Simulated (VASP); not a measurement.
# Mg2Si (Fm-3m) in VASP: settings compared

The runs below take Mg2Si through single point, with PBEsol, HSE06.

Everything below comes from runs of VASP 6.6.1. Logs are shortened: lines on timing, memory, paths and dates and some standing lists are left out, and cuts for length are marked.

### 1 The cell of the first run

The structure is cubic, space group Fm-3m (No. 225). Conventional cell: a = 6.325 Å, b = 6.325 Å, c = 6.325 Å, α = 90.00°, β = 90.00°, γ = 90.00°. Within 3.6 Å of Si (site symmetry m-3m) lie 8 Mg at 2.74 Å. Within 3.6 Å of Mg (site symmetry -43m) lie 4 Si at 2.74 Å and 6 Mg at 3.16 Å.

### 2 Single point, PBEsol

Input file INCAR:

```
SYSTEM = Mg2Si
  PREC = Accurate
  ENCUT = 600
  EDIFF = 1E-6
  ISMEAR = -1
  SIGMA = 0.05
  LREAL = .False.
  LASPH = .True.
  NELM = 120
  ALGO = Normal
  ISIF = 2
  LWAVE = .False.
  LCHARG = .True.
  GGA = PS
  LELF = .True.
  LVHAR = .True.
  NBANDS = 11
  GGA_COMPAT = .False.
```

Input file KPOINTS:

```
Automatic mesh
0
Gamma
  7 7 7
  0 0 0
```

Input file POSCAR:

```
Mg2Si
1.0
    0.0000000000      3.1623750000      3.1623750000
    3.1623750000      0.0000000000      3.1623750000
    3.1623750000      3.1623750000      0.0000000000
Si Mg
1 2
Direct
    0.0000000000      0.0000000000      0.0000000000
    0.2500000000      0.2500000000      0.2500000000
    0.7500000000      0.7500000000      0.7500000000
```

Potentials or basis: VASP PAW PBE potentials, release 64 (Si, Mg).

The run is started by

```sh
$ cat potpaw_PBE.64/Si/POTCAR potpaw_PBE.64/Mg/POTCAR > POTCAR
$ mpirun -np 1 vasp_std > vasp.out
```

OUTCAR:

```text
SYSTEM = Mg2Si
   PREC = Accurate
   ENCUT = 600
   EDIFF = 1E-6
   ISMEAR = -1
   LREAL = .False.
   LASPH = .True.
   NELM = 120
   ISIF = 2
   GGA = PS

 ion  position               nearest neighbor table
   1  0.000  0.000  0.000-   3 2.74   3 2.74   3 2.74   2 2.74   3 2.74   2 2.74   2 2.74   2 2.74

   2  0.250  0.250  0.250-   1 2.74   1 2.74   1 2.74   1 2.74   3 3.16   3 3.16   3 3.16   3 3.16
                             3 3.16   3 3.16
   3  0.750  0.750  0.750-   1 2.74   1 2.74   1 2.74   1 2.74   2 3.16   2 3.16   2 3.16   2 3.16
                             2 3.16   2 3.16

  LATTYP: Found a face centered cubic cell.
 ALAT       =     6.3247500000

  Lattice vectors:

 A1 = (   0.0000000000,   3.1623750000,   3.1623750000)
 A2 = (   3.1623750000,   0.0000000000,   3.1623750000)
 A3 = (   3.1623750000,   3.1623750000,   0.0000000000)

Analysis of symmetry for initial positions (statically):
=====================================================================
 Subroutine PRICEL returns:
 Original cell was already a primitive cell.

 Routine SETGRP: Setting up the symmetry group for a
 face centered cubic supercell.

 Subroutine GETGRP returns: Found 48 space group operations
 (whereof 48 operations were pure point group operations)
 out of a pool of 48 trial point group operations.

The static configuration has the point symmetry O_h .

Analysis of symmetry for dynamics (positions and initial velocities):
=====================================================================
 Subroutine PRICEL returns:
 Original cell was already a primitive cell.

 Routine SETGRP: Setting up the symmetry group for a
 face centered cubic supercell.

 Subroutine GETGRP returns: Found 48 space group operations
 (whereof 48 operations were pure point group operations)
 out of a pool of 48 trial point group operations.

The dynamic configuration has the point symmetry O_h .

 Subroutine INISYM returns: Found 48 space group operations
 (whereof 48 operations are pure point group operations),
 and found     1 'primitive' translations

----------------------------------------------------------------------------------------

                                     Primitive cell

  volume of cell :      63.2514

  direct lattice vectors                    reciprocal lattice vectors
     0.000000000  3.162375000  3.162375000    -0.158109016  0.158109016  0.158109016
[... 90 lines left out ...]
   ISYM   =      2    0-nonsym 1-usesym 2-fastsym
   POTIM  = 0.5000    time-step for ionic-motion
   TEBEG  =    0.0;   TEEND  =   0.0 temperature during run
   PSTRESS=    0.0 pullay stress
   NELECT =       8.0000    total number of electrons
   NUPDOWN=      -1.0000    fix difference up-down
   EMIN   =  10.00;   EMAX   =-10.00  energy-range for DOS
   EFERMI =   0.00;   METHOD = LEGACY
   ISMEAR =    -1;   SIGMA  =   0.05  broadening in eV -4-tet -1-fermi 0-gaus
   EFERMI_NEDOS =   21; number of points for ismear=-14 and -15
   IALGO  =     38    algorithm
   IMIX   =      4    mixing-type and parameters
     AMIX     =   0.40;   BMIX     =  1.00
     AMIX_MAG =   1.60;   BMIX_MAG =  1.00
  volume/ion in A,a.u.               =      21.08       142.28
  Fermi-wavevector in a.u.,A,eV,Ry     =   0.821766  1.552912  9.188004  0.675299
  Thomas-Fermi vector in A             =   1.932983
   LORBIT       =      0    0 simple, 1 ext, 2 COOP (PROOUT), +10 PAW based schemes
   GGA     = PS    functional components
   LHFCALC =     F    Hartree Fock is set to
   AEXX    =    0.0000 exact exchange contribution
   IVDW    =     0    specifies the selected vdW correction
   LEPSILON=     F    determine dielectric tensor
   LRPA    =     F    only Hartree local field effects (RPA)
 non-spin polarized calculation
  energy-cutoff  :      600.00
  volume of cell :       63.25
 maximum number of plane-waves:      2129
   NGX = 17   NGY = 17   NGZ = 17

 number of electron       8.0000000 magnetization

 Free energy of the ion-electron system (eV)
  ---------------------------------------------------
  ext. energy  EPLUGINS =         0.00000000
  ---------------------------------------------------
  free energy    TOTEN  =        -9.66405126 eV

  energy without entropy =       -9.66304540  energy(sigma->0) =       -9.66354833

 E-fermi :   3.7327     XC(G=0):  -8.9157

 val. band max:        3.6298539877   @ k =   0.0000   0.0000   0.0000
 cond. band min:       3.8710875954   @ k =   0.4286   0.4286   0.0000
 fundamental gap:      0.2412336077
 Fermi energy:         3.7327176892

 k-point     1 :       0.0000    0.0000    0.0000
  band No.  band energies     occupation
      1      -5.5440      2.00000
      2       3.6299      1.77336
      3       3.6299      1.77336
      4       3.6299      1.77336
      5       5.5165      0.00000
      6       6.1876      0.00000
      7       6.1876      0.00000
      8       6.1876      0.00000
      9       9.2631      0.00000
     10       9.2631      0.00000
     11      10.2281      0.00000
[... 253 lines left out ...]
 k-point    20 :      -0.2857    0.4286    0.1429
  band No.  band energies     occupation
      1      -3.5294      2.00000
      2      -0.1560      2.00000
      3      -0.0038      2.00000
      4       1.3687      2.00000
      5       5.4908      0.00000
      6       7.1092      0.00000
      7       7.9347      0.00000
      8       8.0115      0.00000
      9      10.8812      0.00000
     10      11.1490      0.00000
     11      13.4182      0.00000

------------------------ aborting loop because EDIFF is reached ----------------------------------------

  FORCE on cell =-STRESS in cart. coord.  units (eV):
  Direction    XX          YY          ZZ          XY          YZ          ZX
  --------------------------------------------------------------------------------------
  -------------------------------------------------------------------------------------
  Total       -0.0056928     -0.0056928     -0.0056928     -0.0000000     -0.0000000      0.0000000
  in kB       -0.1441999     -0.1441999     -0.1441999     -0.0000000     -0.0000000      0.0000000
  external PRESSURE =      -0.1441999 kB  Pullay stress =       0.0000000 kB

 VOLUME and BASIS-vectors are now :
 -----------------------------------------------------------------------------
  energy-cutoff  :      600.00
  volume of cell :       63.25
      direct lattice vectors                 reciprocal lattice vectors
     0.000000000  3.162375000  3.162375000    -0.158109016  0.158109016  0.158109016
     3.162375000  0.000000000  3.162375000     0.158109016 -0.158109016  0.158109016
     3.162375000  3.162375000  0.000000000     0.158109016  0.158109016 -0.158109016

 POSITION                                       TOTAL-FORCE (eV/Angst)
 -----------------------------------------------------------------------------------
      0.00000      0.00000      0.00000         0.000000      0.000000      0.000000
      1.58119      1.58119      1.58119         0.000000      0.000000      0.000000
      4.74356      4.74356      4.74356        -0.000000     -0.000000     -0.000000
 -----------------------------------------------------------------------------------
    total drift:                               -0.000000     -0.000000     -0.000000

  FREE ENERGIE OF THE ION-ELECTRON SYSTEM (eV)
  ---------------------------------------------------
  free  energy   TOTEN  =        -9.6640512613 eV

  energy  without entropy=       -9.6630454042  energy(sigma->0) =       -9.66354833
```

OSZICAR:

```text
N       E                     dE             d eps       ncg     rms          rms(c)
DAV:   1     0.519247564999E+01    0.51925E+01   -0.31730E+03   440   0.618E+02
DAV:   2    -0.968227211447E+01   -0.14875E+02   -0.13442E+02   574   0.710E+01
DAV:   3    -0.102109745348E+02   -0.52870E+00   -0.52726E+00   560   0.111E+01
DAV:   4    -0.102149662692E+02   -0.39917E-02   -0.39912E-02   516   0.118E+00
DAV:   5    -0.102150135244E+02   -0.47255E-04   -0.47255E-04   557   0.130E-01    0.352E+00
DAV:   6    -0.974022629861E+01    0.47479E+00   -0.94048E-01   494   0.322E+00    0.192E+00
DAV:   7    -0.966724207550E+01    0.72984E-01   -0.34213E-01   529   0.207E+00    0.887E-01
DAV:   8    -0.966422389836E+01    0.30182E-02   -0.13147E-02   488   0.574E-01    0.223E-01
DAV:   9    -0.966403355833E+01    0.19034E-03   -0.84513E-04   491   0.121E-01    0.117E-01
DAV:  10    -0.966405673906E+01   -0.23181E-04   -0.90841E-05   526   0.442E-02    0.543E-02
DAV:  11    -0.966405195455E+01    0.47845E-05   -0.91984E-06   500   0.116E-02    0.152E-02
DAV:  12    -0.966405126128E+01    0.69327E-06   -0.25029E-06   467   0.614E-03
   1 F= -.96640513E+01 E0= -.96635483E+01  d E =-.100586E-02
```

stdout:

```text
POSCAR found type information on POSCAR SiMg
 POSCAR found :  2 types and       3 ions
 scaLAPACK will be used
 -----------------------------------------------------------------------------
|                                                                             |
|                                                                             |
|     You enforced a specific xc type in the INCAR file but a different       |
|     I HOPE YOU KNOW WHAT YOU ARE DOING!                                     |
|                                                                             |
 -----------------------------------------------------------------------------

 LDA part: xc-table for (Slater+PW92), standard interpolation
 POSCAR, INCAR and KPOINTS ok, starting setup
 FFT: planning ... GRIDC
 FFT: planning ... GRID_SOFT
 FFT: planning ... GRID
 WAVECAR not read
 entering main loop
```

Wall time 9 s (1 thread of Intel Xeon 6975P-C (Granite Rapids), shared host); peak memory 0.2 GiB.

Results:

```yaml
Free_energy: -9.6641 eV
Pressure: 0.0 GPa
Band_gap_on_the_k_mesh: 0.24 eV (least direct gap 1.89 eV)
```

Levels at points of the mesh, in eV from the valence-band top:
```
           k point  band 1  band 2  band 3  band 4  band 5  band 6  band 7  band 8  band 9
(0.00, 0.00, 0.00)   -9.17    0.00    0.00    0.00    1.89    2.56    2.56    2.56    5.63
```

Caveat: the PAW data sets were made with another functional, which shifts forces and pressure a little; an odd mesh through Γ misses points on the zone boundary, where band edges can lie.

### 3 Single point, HSE06

POSCAR is that of step 2.

Input file INCAR.step1:

```
SYSTEM = Mg2Si
PREC     = Accurate       ! precision mode
ENCUT    = 520            ! plane-wave cutoff, eV
EDIFF    = 1E-5           ! SCF threshold, eV
ISMEAR   = -1             ! smearing method
SIGMA    = 0.05           ! smearing width, eV
LREAL    = .FALSE.        ! projectors in reciprocal space
LASPH    = .TRUE.         ! aspherical terms in the spheres
NELM     = 120            ! most SCF steps
ALGO     = Normal         ! electronic algorithm
ISIF     = 2              ! what is computed and relaxed
LWAVE    = .TRUE.         ! write WAVECAR
LCHARG   = .FALSE.        ! write CHGCAR
GGA      = PE             ! functional
NBANDS   = 11             ! bands
GGA_COMPAT= .FALSE.
```

Input file INCAR.step2:

```
SYSTEM = Mg2Si
PREC     = Accurate       ! precision mode
ENCUT    = 520            ! plane-wave cutoff, eV
EDIFF    = 1E-6           ! SCF threshold, eV
ISMEAR   = -1             ! smearing method
SIGMA    = 0.05           ! smearing width, eV
LREAL    = .FALSE.        ! projectors in reciprocal space
LASPH    = .TRUE.         ! aspherical terms in the spheres
NELM     = 120            ! most SCF steps
ALGO     = Normal         ! electronic algorithm
ISIF     = 2              ! what is computed and relaxed
LWAVE    = .FALSE.        ! write WAVECAR
LCHARG   = .FALSE.        ! write CHGCAR
GGA      = PE             ! functional
LHFCALC  = .TRUE.         ! exact exchange
HFSCREEN = 0.2079         ! screening, 1/A
PRECFOCK = Normal       
ISTART   = 1            
NBANDS   = 11             ! bands
GGA_COMPAT= .FALSE.
```

Input file KPOINTS:

```
Automatic mesh
0
G
  7 7 7
  0 0 0
```

Potentials or basis: VASP PAW PBE potentials, release 64 (Si, Mg).

The run is started by

```sh
$ cat potpaw_PBE.64/Si/POTCAR potpaw_PBE.64/Mg/POTCAR > POTCAR
$ cp INCAR.step1 INCAR
$ mpirun -np 1 vasp_std > vasp.out
$ cp INCAR.step2 INCAR
$ mpirun -np 1 vasp_std > vasp.out
```

OUTCAR:

```text
SYSTEM = Mg2Si
   PREC = Accurate
   ENCUT = 520
   EDIFF = 1E-6
   ISMEAR = -1
   LREAL = .FALSE.
   LASPH = .TRUE.
   NELM = 120
   ISIF = 2
   GGA = PE
   LHFCALC = .TRUE.
   HFSCREEN = 0.2079
   PRECFOCK = Normal
   ISTART = 1

 ion  position               nearest neighbor table
   1  0.000  0.000  0.000-   3 2.74   3 2.74   3 2.74   2 2.74   3 2.74   2 2.74   2 2.74   2 2.74

   2  0.250  0.250  0.250-   1 2.74   1 2.74   1 2.74   1 2.74   3 3.16   3 3.16   3 3.16   3 3.16
                             3 3.16   3 3.16
   3  0.750  0.750  0.750-   1 2.74   1 2.74   1 2.74   1 2.74   2 3.16   2 3.16   2 3.16   2 3.16
                             2 3.16   2 3.16

  LATTYP: Found a face centered cubic cell.
 ALAT       =     6.3247500000

  Lattice vectors:

 A1 = (   0.0000000000,   3.1623750000,   3.1623750000)
 A2 = (   3.1623750000,   0.0000000000,   3.1623750000)
 A3 = (   3.1623750000,   3.1623750000,   0.0000000000)

Analysis of symmetry for initial positions (statically):
=====================================================================
 Subroutine PRICEL returns:
 Original cell was already a primitive cell.

 Routine SETGRP: Setting up the symmetry group for a
 face centered cubic supercell.

 Subroutine GETGRP returns: Found 48 space group operations
 (whereof 48 operations were pure point group operations)
 out of a pool of 48 trial point group operations.

The static configuration has the point symmetry O_h .

Analysis of symmetry for dynamics (positions and initial velocities):
=====================================================================
 Subroutine PRICEL returns:
 Original cell was already a primitive cell.

 Routine SETGRP: Setting up the symmetry group for a
 face centered cubic supercell.

 Subroutine GETGRP returns: Found 48 space group operations
 (whereof 48 operations were pure point group operations)
[... 133 lines left out ...]
   HFSCREENC=   0.2079 screening length for correlation (either q_TF or 0.3 A-1)
   ENCUTFOCK=  -1.0 apply spherical cutoff to Coloumb kernel
   IVDW    =     0    specifies the selected vdW correction
   LEPSILON=     F    determine dielectric tensor
   LRPA    =     F    only Hartree local field effects (RPA)
 non-spin polarized calculation
  energy-cutoff  :      520.00
  volume of cell :       63.25
 maximum number of plane-waves:      1721
 NGX is ok and might be reduce to    36
  NGX = 28; NGY = 28; NGZ = 28

 number of electron       8.0000000 magnetization

 Free energy of the ion-electron system (eV)
  ---------------------------------------------------
  ext. energy  EPLUGINS =         0.00000000
  ---------------------------------------------------
  free energy    TOTEN  =        -9.88760800 eV

  energy without entropy =       -9.88758561  energy(sigma->0) =       -9.88759680

 E-fermi :   3.7548     XC(G=0):  -7.3753

 val. band max:        3.4225909118   @ k =   0.0000   0.0000   0.0000
 cond. band min:       4.1222422584   @ k =   0.4286   0.4286   0.0000
 fundamental gap:      0.6996513467
 Fermi energy:         3.7547640320

 k-point     1 :       0.0000    0.0000    0.0000
  band No.  band energies     occupation
      1      -6.8816      2.00000
      2       3.4226      1.99740
      3       3.4226      1.99740
      4       3.4226      1.99740
      5       5.9815      0.00000
      6       6.5729      0.00000
      7       6.5729      0.00000
      8       6.5729      0.00000
      9       9.8468      0.00000
     10       9.8468      0.00000
     11      10.9523      0.00000
[... 253 lines left out ...]
 k-point    20 :      -0.2857    0.4286    0.1429
  band No.  band energies     occupation
      1      -4.6279      2.00000
      2      -0.7543      2.00000
      3      -0.5723      2.00000
      4       0.9706      2.00000
      5       5.8245      0.00000
      6       7.5769      0.00000
      7       8.4816      0.00000
      8       8.5679      0.00000
      9      11.6384      0.00000
     10      11.9113      0.00000
     11      14.3009      0.00000

------------------------ aborting loop because EDIFF is reached ----------------------------------------

  FORCE on cell =-STRESS in cart. coord.  units (eV):
  Direction    XX          YY          ZZ          XY          YZ          ZX
  --------------------------------------------------------------------------------------
  -------------------------------------------------------------------------------------
  Total        0.0478067      0.0478067      0.0478067     -0.0000000     -0.0000000     -0.0000000
  in kB        1.2109577      1.2109577      1.2109577     -0.0000000     -0.0000000     -0.0000000
  external PRESSURE =       1.2109577 kB  Pullay stress =       0.0000000 kB

 VOLUME and BASIS-vectors are now :
 -----------------------------------------------------------------------------
  energy-cutoff  :      520.00
  volume of cell :       63.25
      direct lattice vectors                 reciprocal lattice vectors
     0.000000000  3.162375000  3.162375000    -0.158109016  0.158109016  0.158109016
     3.162375000  0.000000000  3.162375000     0.158109016 -0.158109016  0.158109016
     3.162375000  3.162375000  0.000000000     0.158109016  0.158109016 -0.158109016

 POSITION                                       TOTAL-FORCE (eV/Angst)
 -----------------------------------------------------------------------------------
      0.00000      0.00000      0.00000         0.000000      0.000000      0.000000
      1.58119      1.58119      1.58119        -0.000000     -0.000000     -0.000000
      4.74356      4.74356      4.74356         0.000000     -0.000000      0.000000
 -----------------------------------------------------------------------------------
    total drift:                               -0.000039      0.000005     -0.000015

  FREE ENERGIE OF THE ION-ELECTRON SYSTEM (eV)
  ---------------------------------------------------
  free  energy   TOTEN  =        -9.8876080006 eV

  energy  without entropy=       -9.8875856072  energy(sigma->0) =       -9.88759680
```

Wall time 25 min (1 thread of Intel Xeon 6975P-C (Granite Rapids), shared host); peak memory 0.35 GiB.

Results:

- Free energy: -9.8876 eV
- Pressure: 0.1 GPa
- Band gap on the k mesh: 0.70 eV (least direct gap 2.56 eV)

Caveat: the PAW data sets were made with another functional, which shifts forces and pressure a little; an odd mesh through Γ misses points on the zone boundary, where band edges can lie.
